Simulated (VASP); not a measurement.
# Sr (Immm) in VASP: notebook, part 2 of 2

VASP 6.6.1. Earlier steps stand in the parts before.

**6. Single point, PBEsol (uniaxial strain along a: -2.0 %)**

Input file INCAR:

```
PREC = Accurate
ENCUT = 520
EDIFF = 1E-6
ISMEAR = 0
SIGMA = 0.1
LREAL = False
LASPH = True
NELM = 80
ALGO = Fast
ISIF = 2
LWAVE = False
LCHARG = False
GGA = PS
NBANDS = 17
```

Input file KPOINTS:

```
Automatic mesh
0
Gamma
  12 12 10
```

Input file POSCAR:

```
Sr
1.0
    2.8987610098      2.8987610098      0.0000000000
   -2.9727089948      2.9727089948      0.0000000000
    0.0000000000      0.0000000000      5.9454179896
Sr
2
Direct
    0.0000000000      0.0000000000      0.0000000000
    0.5000000000      0.5000000000      0.5000000000
```

Potentials or basis: VASP PAW PBE potentials, release 64 (Sr_sv).

Command:

```sh
$ cat potpaw_PBE.64/Sr_sv/POTCAR > POTCAR
$ mpirun -np 1 vasp_std > vasp.out
```

OUTCAR:

```text
PREC = Accurate
   ENCUT = 520
   EDIFF = 1E-6
   ISMEAR = 0
   LREAL = False
   LASPH = True
   NELM = 80
   ISIF = 2
   GGA = PS

 ion  position               nearest neighbor table
   1  0.000  0.000  0.000-   2 4.18   2 4.18   2 4.18   2 4.18   2 4.18   2 4.18   2 4.18   2 4.18

   2  0.500  0.500  0.500-   1 4.18   1 4.18   1 4.18   1 4.18   1 4.18   1 4.18   1 4.18   1 4.18

  LATTYP: Found a simple orthorhombic cell.
 ALAT       =     4.0994671341
 B/A-ratio  =     1.0255102041
 C/A-ratio  =     1.4502904390

  Lattice vectors:

 A1 = (   2.8987610098,   2.8987610098,   0.0000000000)
 A2 = (  -2.9727089948,   2.9727089948,   0.0000000000)
 A3 = (   0.0000000000,   0.0000000000,   5.9454179896)

Analysis of symmetry for initial positions (statically):
=====================================================================
 Subroutine PRICEL returns following result:

  LATTYP: Found a body centered orthorhombic cell.
 ALAT       =     4.0994671341
 B/A-ratio  =     1.0255102041
 C/A-ratio  =     1.4502904390

  Lattice vectors:

 A1 = (   0.0369739925,  -2.9357350023,  -2.9727089948)
 A2 = (  -0.0369739925,   2.9357350023,  -2.9727089948)
 A3 = (   2.9357350023,  -0.0369739925,   2.9727089948)

   2 primitive cells build up your supercell.

 Routine SETGRP: Setting up the symmetry group for a
 simple orthorhombic supercell.

 Subroutine GETGRP returns: Found  8 space group operations
 (whereof  8 operations were pure point group operations)
 out of a pool of  8 trial point group operations.

The static configuration has the point symmetry D_2h.

Analysis of symmetry for dynamics (positions and initial velocities):
=====================================================================
 Subroutine PRICEL returns following result:

  LATTYP: Found a body centered orthorhombic cell.
 ALAT       =     4.0994671341
 B/A-ratio  =     1.0255102041
 C/A-ratio  =     1.4502904390

  Lattice vectors:

 A1 = (   0.0369739925,  -2.9357350023,  -2.9727089948)
 A2 = (  -0.0369739925,   2.9357350023,  -2.9727089948)
 A3 = (   2.9357350023,  -0.0369739925,   2.9727089948)

   2 primitive cells build up your supercell.

 Routine SETGRP: Setting up the symmetry group for a
 simple orthorhombic supercell.

 Subroutine GETGRP returns: Found  8 space group operations
 (whereof  8 operations were pure point group operations)
 out of a pool of  8 trial point group operations.

The dynamic configuration has the point symmetry D_2h.

 Subroutine INISYM returns: Found  8 space group operations
 (whereof  8 operations are pure point group operations),
 and found     2 'primitive' translations

----------------------------------------------------------------------------------------

                                     Primitive cell

  volume of cell :      51.2327

  direct lattice vectors                    reciprocal lattice vectors
     0.036973993 -2.935735002 -2.972708995     0.168196753 -0.168196753 -0.168196753
    -0.036973993  2.935735002 -2.972708995     0.172487486  0.172487486 -0.168196753
     2.935735002 -0.036973992  2.972708995     0.340684239  0.004290733  0.000000000

[... 29 lines left out ...]
     0.000000000  0.000000000  0.000000000

 Subroutine IBZKPT returns following result:
 ===========================================

 Found    294 irreducible k-points:

 Following reciprocal coordinates:
            Coordinates               Weight
  0.000000  0.000000  0.000000      1.000000
  0.083333  0.000000  0.000000      2.000000
  0.166667  0.000000  0.000000      2.000000
  0.250000  0.000000  0.000000      2.000000
  0.333333  0.000000  0.000000      2.000000
  0.416667  0.000000  0.000000      2.000000
[... 16 lines left out ...]
  0.083333  0.250000  0.000000      4.000000
  0.166667  0.250000  0.000000      4.000000
 [... further k-points ...]
   k-points           NKPTS =    294   k-points in BZ     NKDIM =    294   number of bands    NBANDS=     17
   number of dos      NEDOS =    301   number of ions     NIONS =      2
   total plane-waves  NPLWV =  46080
   dimension x,y,z NGX =    30 NGY =   32 NGZ =   48
   dimension x,y,z NGXF=    60 NGYF=   64 NGZF=   96
   ions per type =               2
   NGX,Y,Z   is equivalent  to a cutoff of  12.17, 12.65, 13.42 a.u.
   NGXF,Y,Z  is equivalent  to a cutoff of  24.33, 25.31, 26.84 a.u.
 SYSTEM =  unknown system
   PREC   = accura    normal or accurate (medium, high low for compatibility)
   ISTART =      0    job   : 0-new  1-cont  2-samecut
   ICHARG =      2    charge: 1-file 2-atom 10-const
   ISPIN  =      1    spin polarized calculation?
   LNONCOLLINEAR =      F non collinear calculations
   LSORBIT =      F    spin-orbit coupling
   LASPH  =      T    aspherical Exc in radial PAW
   ENCUT  =  520.0 eV  38.22 Ry    6.18 a.u.   7.62  7.82 11.05*2*pi/ulx,y,z
   NELM   =     80;   NELMIN=  2; NELMDL= -5     # of ELM steps
   EDIFF  = 0.1E-05   stopping-criterion for ELM
   LREAL  =      F    real-space projection
   EDIFFG = 0.1E-04   stopping-criterion for IOM
   NSW    =      0    number of steps for IOM
   IBRION =     -1    ionic relax: 0-MD 1-quasi-New 2-CG
   NFREE  =      0    steps in history (QN), initial steepest desc. (CG)
   ISIF   =      2    stress and relaxation
   ISYM   =      2    0-nonsym 1-usesym 2-fastsym
   POTIM  = 0.5000    time-step for ionic-motion
   TEBEG  =    0.0;   TEEND  =   0.0 temperature during run
   PSTRESS=    0.0 pullay stress
   NELECT =      20.0000    total number of electrons
   NUPDOWN=      -1.0000    fix difference up-down
   EMIN   =  10.00;   EMAX   =-10.00  energy-range for DOS
   EFERMI =   0.00;   METHOD = LEGACY
   ISMEAR =     0;   SIGMA  =   0.10  broadening in eV -4-tet -1-fermi 0-gaus
   EFERMI_NEDOS =   21; number of points for ismear=-14 and -15
   IALGO  =     68    algorithm
   IMIX   =      4    mixing-type and parameters
     AMIX     =   0.40;   BMIX     =  1.00
     AMIX_MAG =   1.60;   BMIX_MAG =  1.00
  volume/ion in A,a.u.               =      51.23       345.74
  Fermi-wavevector in a.u.,A,eV,Ry     =   0.949640  1.794560 12.269959  0.901817
  Thomas-Fermi vector in A             =   2.077942
   LORBIT       =      0    0 simple, 1 ext, 2 COOP (PROOUT), +10 PAW based schemes
   GGA     = PS    functional components
   LHFCALC =     F    Hartree Fock is set to
   AEXX    =    0.0000 exact exchange contribution
   IVDW    =     0    specifies the selected vdW correction
   LEPSILON=     F    determine dielectric tensor
   LRPA    =     F    only Hartree local field effects (RPA)
 non-spin polarized calculation
 RMM-DIIS sequential band-by-band and
 Gauss-broadening in eV      SIGMA  =   0.10
  energy-cutoff  :      520.00
  volume of cell :      102.47
 maximum number of plane-waves:      2794
   NGX = 15   NGY = 15   NGZ = 23

 number of electron      20.0000001 magnetization

 Free energy of the ion-electron system (eV)
  ---------------------------------------------------
  ext. energy  EPLUGINS =         0.00000000
  ---------------------------------------------------
  free energy    TOTEN  =        -3.68236447 eV

  energy without entropy =       -3.67139683  energy(sigma->0) =       -3.67688065

 E-fermi :   1.7588     XC(G=0):  -7.6544

 val. band max:        1.7564282394   @ k =   0.3333   0.5000   0.5000
 cond. band min:       1.7609933250   @ k =   0.5000   0.4167   0.5000
 fundamental gap:      0.0045650856
 Fermi energy:         1.7588214643

 k-point     1 :       0.0000    0.0000    0.0000
  band No.  band energies     occupation
      1     -34.6619      2.00000
      2     -34.6364      2.00000
      3     -16.7886      2.00000
      4     -16.6412      2.00000
      5     -16.6315      2.00000
      6     -16.5501      2.00000
[... 457 lines left out ...]
      4     -16.6953      2.00000
      5     -16.6434      2.00000
      6     -16.6369      2.00000
[... 9 lines left out ...]
     16       4.7166      0.00000
     17       4.7612      0.00000

 [... further k-points ...]

------------------------ aborting loop because EDIFF is reached ----------------------------------------

  FORCE on cell =-STRESS in cart. coord.  units (eV):
  Direction    XX          YY          ZZ          XY          YZ          ZX
  --------------------------------------------------------------------------------------
  -------------------------------------------------------------------------------------
  Total        0.1334383      0.1334383      0.0695205      0.2099123      0.0000000      0.0000000
  in kB        2.0864778      2.0864778      1.0870426      3.2822465      0.0000000      0.0000000
  external PRESSURE =       1.7533327 kB  Pullay stress =       0.0000000 kB

 VOLUME and BASIS-vectors are now :
 -----------------------------------------------------------------------------
  energy-cutoff  :      520.00
  volume of cell :      102.47
      direct lattice vectors                 reciprocal lattice vectors
     2.898761010  2.898761010  0.000000000     0.172487486  0.172487486  0.000000000
    -2.972708995  2.972708995  0.000000000    -0.168196753  0.168196753  0.000000000
     0.000000000  0.000000000  5.945417990     0.000000000  0.000000000  0.168196753

 POSITION                                       TOTAL-FORCE (eV/Angst)
 -----------------------------------------------------------------------------------
      0.00000      0.00000      0.00000        -0.000000      0.000000     -0.000000
     -0.03697      2.93574      2.97271         0.000000     -0.000000      0.000000
 -----------------------------------------------------------------------------------
    total drift:                               -0.000000      0.000000      0.000000

  FREE ENERGIE OF THE ION-ELECTRON SYSTEM (eV)
  ---------------------------------------------------
  free  energy   TOTEN  =        -3.6823644656 eV

  energy  without entropy=       -3.6713968287  energy(sigma->0) =       -3.67688065
```

OSZICAR:

```text
N       E                     dE             d eps       ncg     rms          rms(c)
DAV:   1     0.101213225450E+03    0.10121E+03   -0.93404E+03  9996   0.102E+03
DAV:   2     0.316775253764E+01   -0.98045E+02   -0.96546E+02 13093   0.220E+02
DAV:   3    -0.352793079792E+01   -0.66957E+01   -0.66775E+01 18178   0.417E+01
DAV:   4    -0.369012888398E+01   -0.16220E+00   -0.16214E+00 12973   0.533E+00
DAV:   5    -0.369398792695E+01   -0.38590E-02   -0.38584E-02 16107   0.655E-01    0.173E+01
RMM:   6    -0.368668306377E+01    0.73049E-02   -0.10628E-02 10746   0.112E+00    0.982E+00
RMM:   7    -0.368169478422E+01    0.49883E-02   -0.22395E-02 11654   0.163E+00    0.350E-01
RMM:   8    -0.368215857592E+01   -0.46379E-03   -0.81474E-03 13482   0.450E-01    0.122E-01
RMM:   9    -0.368230461089E+01   -0.14603E-03   -0.13443E-03 16164   0.140E-01    0.124E-01
RMM:  10    -0.368235090764E+01   -0.46297E-04   -0.46687E-04 15403   0.887E-02    0.221E-01
RMM:  11    -0.368236182099E+01   -0.10913E-04   -0.76528E-05 15516   0.389E-02    0.171E-02
RMM:  12    -0.368236389573E+01   -0.20747E-05   -0.40494E-05 14488   0.175E-02    0.159E-02
RMM:  13    -0.368236446562E+01   -0.56989E-06   -0.53538E-06 12396   0.979E-03
   1 F= -.36823645E+01 E0= -.36768806E+01  d E =-.109676E-01
```

It took 6.6 min on 1 thread of Intel Xeon 8259CL, shared host; peak memory 0.53 GiB.

What came out:

| Quantity | Value |
| --- | --- |
| Free energy | -3.6824 eV |
| Pressure | 0.2 GPa |
| Band gap on the k mesh | zero (bands 10 and 11 overlap by 0.02 eV) |

Stress tensor (GPa, compression positive):
```
0.21 0.33 0.00
0.33 0.21 0.00
0.00 0.00 0.11
```

Caveat: the cell differs from its parent crystal (uniaxial strain along a: -2.0 %); the PAW data sets were made with another functional, which shifts forces and pressure a little.

**7. Summary**

| cell | further INCAR settings | gap on the mesh (eV) | pressure (GPa) |
| --- | --- | --- | --- |
| a = 4.267, b = 4.162, c = 5.886 Å, 2 atoms | ALGO = Fast; EDIFF = 1e-07; NBANDS = 17 | none | -0.1 |
| a = 4.309, b = 4.152, c = 5.871 Å, 2 atoms | ALGO = Fast; EDIFF = 1e-06; NBANDS = 17 | none | -0.1 |
| a = 4.058, b = 4.215, c = 5.960 Å, 2 atoms | ALGO = Fast; EDIFF = 1e-07; NBANDS = 17 | none | 0.3 |
| a = 4.058, b = 4.148, c = 6.068 Å, 2 atoms | ALGO = Fast; EDIFF = 1e-07; NBANDS = 17 | none | 0.2 |
| a = 4.099, b = 4.204, c = 5.945 Å, 2 atoms | ALGO = Fast; EDIFF = 1e-06; NBANDS = 17 | none | 0.2 |

Alike in all rows: task single point; level PBEsol; potentials or basis VASP PAW PBE potentials, release 64 (Sr_sv); no spin polarisation; k mesh 12 × 12 × 10; cutoff (eV) 520; smearing gaussian 0.1 eV.

Caveats: the PAW data sets were made with another functional, which shifts forces and pressure a little.

Total energies depend on the potentials used, so only differences within one code and one set of settings carry meaning.
